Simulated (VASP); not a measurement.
# AlN (P6_3mc) in VASP: single point with r2SCAN

Aim: the single point of AlN with r2SCAN.

Everything below comes from runs of VASP 6.6.1. Logs are shortened: lines on timing, memory, paths and dates and some standing lists are left out, and cuts for length are marked.

## 1. The cell of the first run

Symmetry: P6_3mc, No. 186, hexagonal system. The conventional cell has a = 3.130 Å, b = 3.130 Å, c = 5.017 Å, α = 90.00°, β = 90.00°, γ = 120.00°. Within 2.5 Å of Al (site symmetry 3m) lie 4 N at 1.90 to 1.91 Å. Within 2.5 Å of N (site symmetry 3m) lie 4 Al at 1.90 to 1.91 Å.

## 2. Single point, r2SCAN

File POSCAR:

```
AlN
1.0
    4.6946354105      2.7104490752      0.0000000000
   -4.6946354601      2.7104489894      0.0000000000
    0.0000000000      0.0000000000     10.0348065900
Al N
12 12
Direct
    0.0000000000      0.3333333333      0.2496176850
    0.3333333333      0.0000000000      0.2496176850
    0.6666666667      0.6666666667      0.2496176850
    0.0000000000      0.6666666667      0.4996176850
    0.3333333333      0.3333333333      0.4996176850
    0.6666666667      0.0000000000      0.4996176850
    0.0000000000      0.3333333333      0.7496176850
    0.3333333333      0.0000000000      0.7496176850
    0.6666666667      0.6666666667      0.7496176850
    0.0000000000      0.6666666667      0.9996176850
    0.3333333333      0.3333333333      0.9996176850
    0.6666666667      0.0000000000      0.9996176850
    0.0000000000      0.3333333333      0.4403823150
    0.3333333333      0.0000000000      0.4403823150
    0.6666666667      0.6666666667      0.4403823150
    0.0000000000      0.6666666667      0.1903823150
    0.3333333333      0.3333333333      0.1903823150
    0.6666666667      0.0000000000      0.1903823150
    0.0000000000      0.3333333333      0.9403823150
    0.3333333333      0.0000000000      0.9403823150
    0.6666666667      0.6666666667      0.9403823150
    0.0000000000      0.6666666667      0.6903823150
    0.3333333333      0.3333333333      0.6903823150
    0.6666666667      0.0000000000      0.6903823150
```

File INCAR.step1:

```
PREC = Accurate
ENCUT = 520
ISMEAR = -1
SIGMA = 0.01
LREAL = Auto
LASPH = T
NELM = 60
ISYM = 0
NBANDS = 66
GGA = PE
ALGO = Normal
EDIFF = 1E-4
LWAVE = T
LCHARG = F
```

File INCAR.step2:

```
PREC = Accurate
ENCUT = 520
EDIFF = 1E-6
ISMEAR = -1
SIGMA = 0.01
LREAL = Auto
LASPH = T
NELM = 60
ALGO = Normal
ISIF = 2
LWAVE = F
LCHARG = F
METAGGA = R2SCAN
LMIXTAU = T
ISYM = 0
NBANDS = 66
ISTART = 1
```

File KPOINTS:

```
Automatic mesh
0
Gamma
  2 2 1
  0.25 0.25 0.25
```

Potentials or basis: VASP PAW PBE potentials, release 64 (Al, N).

Launch:

```console
$ cat potpaw_PBE.64/Al/POTCAR potpaw_PBE.64/N/POTCAR > POTCAR
$ cp INCAR.step1 INCAR
$ mpirun -np 1 vasp_std > vasp.out
$ cp INCAR.step2 INCAR
$ mpirun -np 1 vasp_std > vasp.out
```

OUTCAR:

```text
PREC = Accurate
   ENCUT = 520
   EDIFF = 1E-6
   ISMEAR = -1
   LREAL = Auto
   LASPH = T
   NELM = 60
   ISIF = 2
   METAGGA = R2SCAN
   ISYM = 0
   ISTART = 1

 ion  position               nearest neighbor table
   1  0.000  0.333  0.250-  17 1.90  18 1.90  16 1.90  13 1.91   5 3.09  11 3.09   6 3.09  12 3.09
                             4 3.09  10 3.09   2 3.13   3 3.13   2 3.13   3 3.13   3 3.13   2 3.13
   2  0.333  0.000  0.250-  16 1.90  17 1.90  18 1.90  14 1.91   4 3.09  10 3.09   5 3.09  11 3.09
                             6 3.09  12 3.09   3 3.13   1 3.13   1 3.13   3 3.13   3 3.13   1 3.13
   3  0.667  0.667  0.250-  16 1.90  18 1.90  17 1.90  15 1.91   4 3.09  10 3.09   6 3.09  12 3.09
                            11 3.09   5 3.09   2 3.13   1 3.13   1 3.13   2 3.13   1 3.13   2 3.13
   4  0.000  0.667  0.500-  15 1.90  14 1.90  13 1.90  22 1.91   3 3.09   9 3.09   8 3.09   2 3.09
                             1 3.09   7 3.09   6 3.13   5 3.13   6 3.13   5 3.13   5 3.13   6 3.13
   5  0.333  0.333  0.500-  13 1.90  14 1.90  15 1.90  23 1.91   1 3.09   7 3.09   2 3.09   8 3.09
                             3 3.09   9 3.09   6 3.13   4 3.13   4 3.13   6 3.13   4 3.13   6 3.13
   6  0.667  0.000  0.500-  13 1.90  15 1.90  14 1.90  24 1.91   1 3.09   7 3.09   3 3.09   9 3.09
                             8 3.09   2 3.09   5 3.13   4 3.13   4 3.13   5 3.13   5 3.13   4 3.13
   7  0.000  0.333  0.750-  23 1.90  24 1.90  22 1.90  19 1.91   5 3.09  11 3.09   6 3.09  12 3.09
                             4 3.09  10 3.09   8 3.13   9 3.13   8 3.13   9 3.13   9 3.13   8 3.13
   8  0.333  0.000  0.750-  22 1.90  23 1.90  24 1.90  20 1.91   4 3.09  10 3.09   5 3.09  11 3.09
                             6 3.09  12 3.09   9 3.13   7 3.13   7 3.13   9 3.13   9 3.13   7 3.13
   9  0.667  0.667  0.750-  22 1.90  24 1.90  23 1.90  21 1.91   4 3.09  10 3.09   6 3.09  12 3.09
[... 5 lines left out ...]
  12  0.667  0.000  1.000-  19 1.90  21 1.90  20 1.90  18 1.91   1 3.09   7 3.09   3 3.09   9 3.09
                             8 3.09   2 3.09  11 3.13  10 3.13  10 3.13  11 3.13  11 3.13  10 3.13
  13  0.000  0.333  0.440-   5 1.90   6 1.90   4 1.90   1 1.91
  14  0.333  0.000  0.440-   4 1.90   5 1.90   6 1.90   2 1.91
  15  0.667  0.667  0.440-   4 1.90   6 1.90   5 1.90   3 1.91
  16  0.000  0.667  0.190-   3 1.90   2 1.90   1 1.90  10 1.91
  17  0.333  0.333  0.190-   1 1.90   2 1.90   3 1.90  11 1.91
  18  0.667  0.000  0.190-   1 1.90   3 1.90   2 1.90  12 1.91
  19  0.000  0.333  0.940-  11 1.90  12 1.90  10 1.90   7 1.91
  20  0.333  0.000  0.940-  10 1.90  11 1.90  12 1.90   8 1.91
  21  0.667  0.667  0.940-  10 1.90  12 1.90  11 1.90   9 1.91
  22  0.000  0.667  0.690-   9 1.90   8 1.90   7 1.90   4 1.91
  23  0.333  0.333  0.690-   7 1.90   8 1.90   9 1.90   5 1.91
  24  0.667  0.000  0.690-   7 1.90   9 1.90   8 1.90   6 1.91

IMPORTANT INFORMATION: All symmetrisations will be switched off!
NOSYMM: (Re-)initialisation of all symmetry stuff for point group C_1.

----------------------------------------------------------------------------------------

                                     Primitive cell

  volume of cell :     255.3772

[... 147 lines left out ...]
   EFERMI_NEDOS =   21; number of points for ismear=-14 and -15
   IALGO  =     38    algorithm
   IMIX   =      4    mixing-type and parameters
     AMIX     =   0.40;   BMIX     =  1.00
     AMIX_MAG =   1.60;   BMIX_MAG =  1.00
  volume/ion in A,a.u.               =      10.64        71.81
  Fermi-wavevector in a.u.,A,eV,Ry     =   1.181511  2.232733 18.993310  1.395969
  Thomas-Fermi vector in A             =   2.317783
   LORBIT       =      0    0 simple, 1 ext, 2 COOP (PROOUT), +10 PAW based schemes
   METAGGA = R2SCAN    functional components
   LHFCALC =     F    Hartree Fock is set to
   AEXX    =    0.0000 exact exchange contribution
   IVDW    =     0    specifies the selected vdW correction
   LEPSILON=     F    determine dielectric tensor
   LRPA    =     F    only Hartree local field effects (RPA)
 non-spin polarized calculation
  energy-cutoff  :      520.00
  volume of cell :      255.38
 maximum number of plane-waves:      6900
   NGX = 21   NGY = 21   NGZ = 37

 number of electron      95.9999989 magnetization

 Free energy of the ion-electron system (eV)
  ---------------------------------------------------
  ext. energy  EPLUGINS =         0.00000000
  ---------------------------------------------------
  free energy    TOTEN  =      -230.67868074 eV

  energy without entropy =     -230.67868074  energy(sigma->0) =     -230.67868074

 E-fermi :   5.7747     XC(G=0): -11.3149

 val. band max:        5.4807674538   @ k =  -0.2500   0.1250   0.2500
 cond. band min:      11.4441756860   @ k =   0.1250  -0.2500   0.2500
 fundamental gap:      5.9634082322
 Fermi energy:         5.7746778695

 k-point     1 :       0.1250    0.1250    0.2500
  band No.  band energies     occupation
      1      -9.8903      2.00000
      2      -9.4554      2.00000
      3      -8.7283      2.00000
      4      -8.1278      2.00000
      5      -8.1277      2.00000
      6      -8.0869      2.00000
[... 1501 lines left out ...]
     59      13.2809      0.00000
     60      13.2809      0.00000
 [bands above 60 left out]

------------------------ aborting loop because EDIFF is reached ----------------------------------------

  FORCE on cell =-STRESS in cart. coord.  units (eV):
  Direction    XX          YY          ZZ          XY          YZ          ZX
  --------------------------------------------------------------------------------------
  -------------------------------------------------------------------------------------
  Total       -8.0121174     -8.0120785     -7.5431257     -0.0000001      0.0000000      0.0000001
  in kB      -50.2661668    -50.2659228    -47.3238213     -0.0000008      0.0000000      0.0000006
  external PRESSURE =     -49.2853036 kB  Pullay stress =       0.0000000 kB

 VOLUME and BASIS-vectors are now :
 -----------------------------------------------------------------------------
  energy-cutoff  :      520.00
  volume of cell :      255.38
      direct lattice vectors                 reciprocal lattice vectors
     4.694635411  2.710449075  0.000000000     0.106504541  0.184471280  0.000000000
    -4.694635460  2.710448989  0.000000000    -0.106504544  0.184471278  0.000000000
     0.000000000  0.000000000 10.034806590     0.000000000  0.000000000  0.099653141

 POSITION                                       TOTAL-FORCE (eV/Angst)
 -----------------------------------------------------------------------------------
     -1.56488      0.90348      2.50487         0.001952     -0.001122      0.008368
      1.56488      0.90348      2.50487        -0.001951     -0.001120      0.008366
     -0.00000      3.61393      2.50487        -0.000001      0.002255      0.008367
     -3.12976      1.80697      5.01357        -0.001950      0.001121      0.008364
     -0.00000      1.80697      5.01357        -0.000001     -0.002257      0.008369
      3.12976      1.80697      5.01357         0.001951      0.001122      0.008367
[... 16 lines left out ...]
     -0.00000      1.80697      6.92785        -0.000001      0.000349     -0.008368
      3.12976      1.80697      6.92785        -0.000308     -0.000183     -0.008366
 -----------------------------------------------------------------------------------
    total drift:                                0.000000     -0.000001     -0.156293

  FREE ENERGIE OF THE ION-ELECTRON SYSTEM (eV)
  ---------------------------------------------------
  free  energy   TOTEN  =      -230.6786807354 eV

  energy  without entropy=     -230.6786807354  energy(sigma->0) =     -230.67868074
```

OUTCAR.step1:

```text
PREC = Accurate
   ENCUT = 520
   ISMEAR = -1
   LREAL = Auto
   LASPH = T
   NELM = 60
[... 1774 lines left out ...]
     -0.00000      1.80697      5.01357        -0.000048     -0.002294      0.002602
      3.12976      1.80697      5.01357         0.002110      0.001186      0.002582
[... 16 lines left out ...]
     -0.00000      1.80697      6.92785         0.000014      0.000213     -0.002562
      3.12976      1.80697      6.92785        -0.000221     -0.000123     -0.002642
 -----------------------------------------------------------------------------------
    total drift:                                0.000009     -0.000014     -0.004915

  FREE ENERGIE OF THE ION-ELECTRON SYSTEM (eV)
  ---------------------------------------------------
  free  energy   TOTEN  =      -178.7169363663 eV

  energy  without entropy=     -178.7169363663  energy(sigma->0) =     -178.71693637
```

Run time: 19 min. Hardware: 1 thread of AMD EPYC 9R45 (Zen 5), shared host; peak memory 0.48 GiB.

What came out:

| Property | Result |
| --- | --- |
| Free energy | -230.6787 eV |
| Pressure | -4.9 GPa |
| Largest force | 0.009 eV/Å |
| Band gap on the k mesh | 5.96 eV |

Forces on the atoms (eV/Å):
```
Al   0.002 -0.001  0.008
Al  -0.002 -0.001  0.008
Al   0.000  0.002  0.008
Al  -0.002  0.001  0.008
Al   0.000 -0.002  0.008
Al   0.002  0.001  0.008
Al   0.002 -0.001  0.008
Al  -0.002 -0.001  0.008
Al   0.000  0.002  0.008
Al  -0.002  0.001  0.008
Al   0.000 -0.002  0.008
Al   0.002  0.001  0.008
N    0.000  0.000 -0.008
N    0.000  0.000 -0.008
N    0.000  0.000 -0.008
N    0.000  0.000 -0.008
N    0.000  0.000 -0.008
N    0.000  0.000 -0.008
N    0.000  0.000 -0.008
N    0.000  0.000 -0.008
N    0.000  0.000 -0.008
N    0.000  0.000 -0.008
N    0.000  0.000 -0.008
N    0.000  0.000 -0.008
```

Stress tensor (GPa, compression positive):
```
-5.03  0.00  0.00
 0.00 -5.03  0.00
 0.00  0.00 -4.73
```

Caveat: the cell stands under tension; the PAW data sets were made with another functional, which shifts forces and pressure a little; a shifted mesh leaves out Γ, where band edges can lie. A k mesh can miss the band edges.
